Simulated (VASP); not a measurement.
# CaZnBr4 (F-43m) in VASP: single point with PBE

Aim: the single point of CaZnBr4 with PBE.

All numbers are computed with VASP 6.6.1; they aren't measurements. Logs are shortened: lines on timing, memory, paths and dates and some standing lists are left out, and cuts for length are marked.

## (1) The cell of the first run

Symmetry: F-43m, No. 216, cubic system. Conventional cell: a = 8.711 Å, b = 8.711 Å, c = 8.711 Å, α = 90.00°, β = 90.00°, γ = 90.00°. Ca (site symmetry -43m) has 12 Br at 3.61 Å and 4 Zn at 3.77 Å within 4.7 Å. Within 4.7 Å of Zn (site symmetry -43m) lie 12 Br at 3.61 Å and 4 Ca at 3.77 Å. Br (site symmetry 3m) has 6 Br at 3.08 Å and 3 Zn at 3.61 Å and 3 Ca at 3.61 Å within 4.1 Å.

The cell was generated, and may not be a known phase.

## (2) Single point, PBE

INCAR

```
SYSTEM = CaZnBr4
PREC = Accurate ; ENCUT = 520
EDIFF = 1E-7 ; ISMEAR = 0
SIGMA = 0.1 ; LREAL = .False.
LASPH = .True. ; NELM = 60
ALGO = Normal ; ISIF = 2
LWAVE = .False. ; LCHARG = .False.
GGA = PE ; NBANDS = 34
```

KPOINTS

```
Automatic mesh
0
Gamma
  4 4 4
  0 0 0
```

POSCAR

```
CaZnBr4
1.0
    0.0000000000      4.3555099900      4.3555099900
    4.3555099900      0.0000000000      4.3555099900
    4.3555099900      4.3555099900      0.0000000000
Ca Zn Br
1 1 4
Direct
    0.0000000000      0.0000000000      0.0000000000
    0.2500000000      0.2500000000      0.2500000000
    0.6249476700      0.1251570000      0.6249476700
    0.6249476700      0.6249476700      0.6249476700
    0.1251570000      0.6249476700      0.6249476700
    0.6249476700      0.6249476700      0.1251570000
```

Potentials or basis: VASP PAW PBE potentials, release 64 (Ca_sv, Zn, Br).

On the command line:

```bash
$ cat potpaw_PBE.64/Ca_sv/POTCAR potpaw_PBE.64/Zn/POTCAR potpaw_PBE.64/Br/POTCAR > POTCAR
$ mpirun -np 1 vasp_std > vasp.out
```

OUTCAR:

```text
SYSTEM = CaZnBr4
   PREC = Accurate
   ENCUT = 520
   EDIFF = 1E-7
   ISMEAR = 0
   LREAL = .False.
   LASPH = .True.
   NELM = 60
   ISIF = 2
   GGA = PE

 ion  position               nearest neighbor table
   1  0.000  0.000  0.000-
   2  0.250  0.250  0.250-
   3  0.625  0.125  0.625-
   4  0.625  0.625  0.625-
   5  0.125  0.625  0.625-
   6  0.625  0.625  0.125-

  LATTYP: Found a face centered cubic cell.
 ALAT       =     8.7110199800

  Lattice vectors:

 A1 = (   0.0000000000,   4.3555099900,   4.3555099900)
 A2 = (   4.3555099900,   0.0000000000,   4.3555099900)
 A3 = (   4.3555099900,   4.3555099900,   0.0000000000)

Analysis of symmetry for initial positions (statically):
=====================================================================
 Subroutine PRICEL returns:
 Original cell was already a primitive cell.

 Routine SETGRP: Setting up the symmetry group for a
 face centered cubic supercell.

 Subroutine GETGRP returns: Found 24 space group operations
 (whereof 24 operations were pure point group operations)
 out of a pool of 48 trial point group operations.

The static configuration has the point symmetry T_d .

Analysis of symmetry for dynamics (positions and initial velocities):
=====================================================================
 Subroutine PRICEL returns:
 Original cell was already a primitive cell.

 Routine SETGRP: Setting up the symmetry group for a
 face centered cubic supercell.

 Subroutine GETGRP returns: Found 24 space group operations
 (whereof 24 operations were pure point group operations)
 out of a pool of 48 trial point group operations.

The dynamic configuration has the point symmetry T_d .

 Subroutine INISYM returns: Found 24 space group operations
 (whereof 24 operations are pure point group operations),
 and found     1 'primitive' translations

----------------------------------------------------------------------------------------

                                     Primitive cell

  volume of cell :     165.2521

  direct lattice vectors                    reciprocal lattice vectors
     0.000000000  4.355509990  4.355509990    -0.114797119  0.114797119  0.114797119
     4.355509990  0.000000000  4.355509990     0.114797119 -0.114797119  0.114797119
     4.355509990  4.355509990  0.000000000     0.114797119  0.114797119 -0.114797119

  length of vectors
     6.159621299  6.159621299  6.159621299     0.198834443  0.198834443  0.198834443

  position of ions in fractional coordinates (direct lattice)
     0.000000000  0.000000000  0.000000000
     0.250000000  0.250000000  0.250000000
     0.624947670  0.125157000  0.624947670
     0.624947670  0.624947670  0.624947670
     0.125157000  0.624947670  0.624947670
     0.624947670  0.624947670  0.125157000

  ion indices of the primitive-cell ions
   primitive index   ion index
                 1           1
                 2           2
                 3           3
                 4           4
                 5           5
                 6           6

----------------------------------------------------------------------------------------

 KPOINTS: Automatic mesh

Automatic generation of k-mesh.
 Grid dimensions read from file:
 generate k-points for:    4    4    4

 Generating k-lattice:

  Cartesian coordinates                     Fractional coordinates (reciprocal lattice)
    -0.028699280  0.028699280  0.028699280     0.250000000  0.000000000  0.000000000
     0.028699280 -0.028699280  0.028699280     0.000000000  0.250000000  0.000000000
     0.028699280  0.028699280 -0.028699280     0.000000000  0.000000000  0.250000000

  Length of vectors
     0.049708611  0.049708611  0.049708611

  Shift w.r.t. Gamma in fractional coordinates (k-lattice)
     0.000000000  0.000000000  0.000000000

 Subroutine IBZKPT returns following result:
 ===========================================

 Found      8 irreducible k-points:

 Following reciprocal coordinates:
            Coordinates               Weight
  0.000000  0.000000  0.000000      1.000000
  0.250000  0.000000  0.000000      8.000000
  0.500000  0.000000  0.000000      4.000000
  0.250000  0.250000  0.000000      6.000000
  0.500000  0.250000  0.000000     24.000000
 -0.250000  0.250000  0.000000     12.000000
  0.500000  0.500000  0.000000      3.000000
 -0.250000  0.500000  0.250000      6.000000
   k-points           NKPTS =      8   k-points in BZ     NKDIM =      8   number of bands    NBANDS=     34
   number of dos      NEDOS =    301   number of ions     NIONS =      6
   total plane-waves  NPLWV = 110592
   dimension x,y,z NGX =    48 NGY =   48 NGZ =   48
   dimension x,y,z NGXF=    96 NGYF=   96 NGZF=   96
   ions per type =               1   1   4
   NGX,Y,Z   is equivalent  to a cutoff of  12.96, 12.96, 12.96 a.u.
   NGXF,Y,Z  is equivalent  to a cutoff of  25.91, 25.91, 25.91 a.u.
 SYSTEM =  CaZnBr4
   PREC   = accura    normal or accurate (medium, high low for compatibility)
   ISTART =      0    job   : 0-new  1-cont  2-samecut
   ICHARG =      2    charge: 1-file 2-atom 10-const
   ISPIN  =      1    spin polarized calculation?
   LNONCOLLINEAR =      F non collinear calculations
   LSORBIT =      F    spin-orbit coupling
   LASPH  =      T    aspherical Exc in radial PAW
   ENCUT  =  520.0 eV  38.22 Ry    6.18 a.u.  11.45 11.45 11.45*2*pi/ulx,y,z
   NELM   =     60;   NELMIN=  2; NELMDL= -5     # of ELM steps
   EDIFF  = 0.1E-06   stopping-criterion for ELM
   LREAL  =      F    real-space projection
   EDIFFG = 0.1E-05   stopping-criterion for IOM
   NSW    =      0    number of steps for IOM
   IBRION =     -1    ionic relax: 0-MD 1-quasi-New 2-CG
   NFREE  =      0    steps in history (QN), initial steepest desc. (CG)
   ISIF   =      2    stress and relaxation
   ISYM   =      2    0-nonsym 1-usesym 2-fastsym
   POTIM  = 0.5000    time-step for ionic-motion
   TEBEG  =    0.0;   TEEND  =   0.0 temperature during run
   PSTRESS=    0.0 pullay stress
   NELECT =      50.0000    total number of electrons
   NUPDOWN=      -1.0000    fix difference up-down
   EMIN   =  10.00;   EMAX   =-10.00  energy-range for DOS
   EFERMI =   0.00;   METHOD = LEGACY
   ISMEAR =     0;   SIGMA  =   0.10  broadening in eV -4-tet -1-fermi 0-gaus
   EFERMI_NEDOS =   21; number of points for ismear=-14 and -15
   IALGO  =     38    algorithm
   IMIX   =      4    mixing-type and parameters
     AMIX     =   0.40;   BMIX     =  1.00
     AMIX_MAG =   1.60;   BMIX_MAG =  1.00
  volume/ion in A,a.u.               =      27.54       185.86
  Fermi-wavevector in a.u.,A,eV,Ry     =   1.099046  2.076896 16.434502  1.207902
  Thomas-Fermi vector in A             =   2.235434
   LORBIT       =      0    0 simple, 1 ext, 2 COOP (PROOUT), +10 PAW based schemes
   GGA     = PE    functional components
   LHFCALC =     F    Hartree Fock is set to
   AEXX    =    0.0000 exact exchange contribution
   IVDW    =     0    specifies the selected vdW correction
   LEPSILON=     F    determine dielectric tensor
   LRPA    =     F    only Hartree local field effects (RPA)
 non-spin polarized calculation
 Gauss-broadening in eV      SIGMA  =   0.10
  energy-cutoff  :      520.00
  volume of cell :      165.25
 maximum number of plane-waves:      4520
 NGX is ok and might be reduce to    48
   NGX = 23   NGY = 23   NGZ = 23

 number of electron      50.0000006 magnetization

 Free energy of the ion-electron system (eV)
  ---------------------------------------------------
  ext. energy  EPLUGINS =         0.00000000
  ---------------------------------------------------
  free energy    TOTEN  =       -10.69046333 eV

  energy without entropy =      -10.64809286  energy(sigma->0) =      -10.66927810

 E-fermi :   2.4325     XC(G=0):  -8.9103

 val. band max:        2.0500959823   @ k =  -0.2500   0.5000   0.2500
 cond. band min:       2.4368675313   @ k =   0.5000   0.5000   0.0000
 fundamental gap:      0.3867715489
 Fermi energy:         2.4325217801

 k-point     1 :       0.0000    0.0000    0.0000
  band No.  band energies     occupation
      1     -40.6225      2.00000
      2     -21.5427      2.00000
      3     -21.5427      2.00000
      4     -21.5427      2.00000
      5     -13.5978      2.00000
      6     -11.8060      2.00000
[... 26 lines left out ...]
     33       5.7606      0.00000
     34       5.7606      0.00000

 k-point     2 :       0.2500    0.0000    0.0000
  band No.  band energies     occupation
      1     -40.6225      2.00000
      2     -21.5432      2.00000
      3     -21.5427      2.00000
      4     -21.5427      2.00000
      5     -13.4460      2.00000
      6     -12.0633      2.00000
[... 26 lines left out ...]
     33       6.2438      0.00000
     34       6.2438      0.00000

 k-point     3 :       0.5000    0.0000    0.0000
  band No.  band energies     occupation
      1     -40.6225      2.00000
      2     -21.5437      2.00000
      3     -21.5428      2.00000
      4     -21.5428      2.00000
      5     -13.2191      2.00000
      6     -12.3892      2.00000
[... 26 lines left out ...]
     33       6.6946      0.00000
     34       6.9107      0.00000

 k-point     4 :       0.2500    0.2500    0.0000
  band No.  band energies     occupation
      1     -40.6225      2.00000
      2     -21.5432      2.00000
      3     -21.5429      2.00000
      4     -21.5429      2.00000
      5     -13.3860      2.00000
      6     -12.1454      2.00000
[... 26 lines left out ...]
     33       6.3374      0.00000
     34       6.3374      0.00000

 k-point     5 :       0.5000    0.2500    0.0000
  band No.  band energies     occupation
      1     -40.6225      2.00000
      2     -21.5436      2.00000
      3     -21.5430      2.00000
      4     -21.5429      2.00000
      5     -13.1109      2.00000
      6     -12.5105      2.00000
[... 26 lines left out ...]
     33       6.2289      0.00000
     34       6.9253      0.00000

 k-point     6 :      -0.2500    0.2500    0.0000
  band No.  band energies     occupation
      1     -40.6225      2.00000
      2     -21.5435      2.00000
      3     -21.5431      2.00000
      4     -21.5428      2.00000
      5     -13.2258      2.00000
      6     -12.3683      2.00000
[... 26 lines left out ...]
     33       6.2403      0.00000
     34       6.7578      0.00000

 k-point     7 :       0.5000    0.5000    0.0000
  band No.  band energies     occupation
      1     -40.6225      2.00000
      2     -21.5436      2.00000
      3     -21.5430      2.00000
      4     -21.5430      2.00000
      5     -12.8314      2.00000
      6     -12.8167      2.00000
[... 26 lines left out ...]
     33       7.0054      0.00000
     34       7.0054      0.00000

 k-point     8 :      -0.2500    0.5000    0.2500
  band No.  band energies     occupation
      1     -40.6225      2.00000
      2     -21.5435      2.00000
      3     -21.5432      2.00000
      4     -21.5430      2.00000
      5     -12.8305      2.00000
      6     -12.8139      2.00000
[... 26 lines left out ...]
     33       6.1296      0.00000
     34       6.6178      0.00000

------------------------ aborting loop because EDIFF is reached ----------------------------------------

  FORCE on cell =-STRESS in cart. coord.  units (eV):
  Direction    XX          YY          ZZ          XY          YZ          ZX
  --------------------------------------------------------------------------------------
  -------------------------------------------------------------------------------------
  Total        3.1136487      3.1136487      3.1136487     -0.0000000     -0.0000000      0.0000000
  in kB       30.1879171     30.1879171     30.1879171     -0.0000000     -0.0000000      0.0000000
  external PRESSURE =      30.1879171 kB  Pullay stress =       0.0000000 kB

 VOLUME and BASIS-vectors are now :
 -----------------------------------------------------------------------------
  energy-cutoff  :      520.00
  volume of cell :      165.25
      direct lattice vectors                 reciprocal lattice vectors
     0.000000000  4.355509990  4.355509990    -0.114797119  0.114797119  0.114797119
     4.355509990  0.000000000  4.355509990     0.114797119 -0.114797119  0.114797119
     4.355509990  4.355509990  0.000000000     0.114797119  0.114797119 -0.114797119

 POSITION                                       TOTAL-FORCE (eV/Angst)
 -----------------------------------------------------------------------------------
      0.00000      0.00000      0.00000        -0.000000     -0.000000     -0.000000
      2.17775      2.17775      2.17775        -0.000000     -0.000000     -0.000000
      3.26709      5.44393      3.26709        -0.046345      0.046345     -0.046345
      5.44393      5.44393      5.44393         0.046345      0.046345      0.046345
      5.44393      3.26709      3.26709         0.046345     -0.046345     -0.046345
      3.26709      3.26709      5.44393        -0.046345     -0.046345      0.046345
 -----------------------------------------------------------------------------------
    total drift:                               -0.000054     -0.000054     -0.000054

  FREE ENERGIE OF THE ION-ELECTRON SYSTEM (eV)
  ---------------------------------------------------
  free  energy   TOTEN  =       -10.6904633297 eV

  energy  without entropy=      -10.6480928615  energy(sigma->0) =      -10.66927810
```

Run time: 93 s. Hardware: 1 thread of Intel Xeon 8259CL, shared host; peak memory 0.34 GiB.

Results:

```
Free energy            : -10.6905 eV
Pressure               : 3.0 GPa
Largest force          : 0.080 eV/Å
Band gap on the k mesh : zero (bands 25 and 26 overlap by 0.65 eV)
```

Forces in eV/Å, atoms in the order of the input:
```
Ca   0.000  0.000  0.000
Zn   0.000  0.000  0.000
Br  -0.046  0.046 -0.046
Br   0.046  0.046  0.046
Br   0.046 -0.046 -0.046
Br  -0.046 -0.046  0.046
```

Levels at points of the mesh, in eV from the Fermi level:
| k point | band 21 | band 22 | band 23 | band 24 | band 25 | band 26 | band 27 | band 28 |
| --- | --- | --- | --- | --- | --- | --- | --- | --- |
| (0.00, 0.00, 0.00) | -0.60 | -0.60 | -0.60 | 0.27 | 0.27 | 0.27 | 1.88 | 1.88 |
| (0.50, 0.00, 0.00) | -2.49 | -2.49 | -1.15 | -0.58 | 0.14 | 0.14 | 1.71 | 2.29 |
| (0.50, 0.50, 0.00) | -2.49 | -2.49 | -2.37 | -0.56 | 0.00 | 0.00 | 1.96 | 2.04 |

Caveat: the cell stands under pressure.

The gap in the log of VASP goes by the Fermi energy; the results here count the filled bands.